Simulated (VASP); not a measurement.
Sr2ReNiN6: single point with PBE

The system is Sr2ReNiN6.

```xyz
10
Lattice="0.0000 5.6525 0.0000 5.6525 0.0000 0.0000 2.8262 2.8262 -4.0355" Properties=species:S:1:pos:R:3 pbc="T T T"
Re    2.8262    2.8262    0.0000
Ni    0.0000    0.0000    0.0000
N     1.6172    1.2871    0.0000
N     4.3654    1.6172    0.0000
N     4.0353    4.3654    0.0000
N     1.2871    4.0353    0.0000
N     2.8262    2.8262   -1.9605
N     5.6525    5.6525   -2.0751
Sr    2.8262    5.6525   -2.0178
Sr    5.6525    2.8262   -2.0178
```

```yaml
Program: VASP 6.6.1
Task: single point
Functional: PBE
Potentials_or_basis: VASP PAW PBE potentials, release 64 (Re, Ni, N, Sr_sv)
Cutoff: 520 eV
k_mesh: 5 × 5 × 5
Occupations: gaussian, width 0.02 eV
Spin: no spin polarisation
```

| Property | Result |
| --- | --- |
| Largest force | 1.392 eV/Å |

Forces in eV/Å, atoms in the order of the input:
```
Re   0.000  0.000  0.000
Ni   0.000  0.000  0.000
N   -0.735 -0.997  0.000
N    0.997 -0.735  0.000
N    0.735  0.997  0.000
N   -0.997  0.735  0.000
N    0.000  0.000 -1.392
N    0.000  0.000  1.392
Sr   0.000  0.000  0.000
Sr   0.000  0.000  0.000
```

Levels at points of the mesh, in eV from the Fermi level:
| k point | band 32 | band 33 | band 34 | band 35 | band 36 | band 37 | band 38 | band 39 |
| --- | --- | --- | --- | --- | --- | --- | --- | --- |
| (0.00, 0.00, 0.00) | -0.07 | -0.04 | -0.04 | 0.27 | 0.42 | 0.42 | 1.48 | 1.48 |

It took 11 min on 1 thread of Intel Xeon 8259CL, on a shared host, peak memory 0.31 GiB.

Caveat: the cell carries a net charge on a neutralising background, which shifts energy and pressure; the cell is charged against a uniform background, so pressure and absolute levels hang on convention; spin-orbit coupling is left out, which moves the levels of the heavy elements; the run has no spin polarisation, though such a crystal can be magnetic; forces of over 1 eV/Å act on the atoms, so gaps and moduli don't describe the material at rest. Spin polarisation is off, so any magnetic state and its effect on volume and gap are missing.
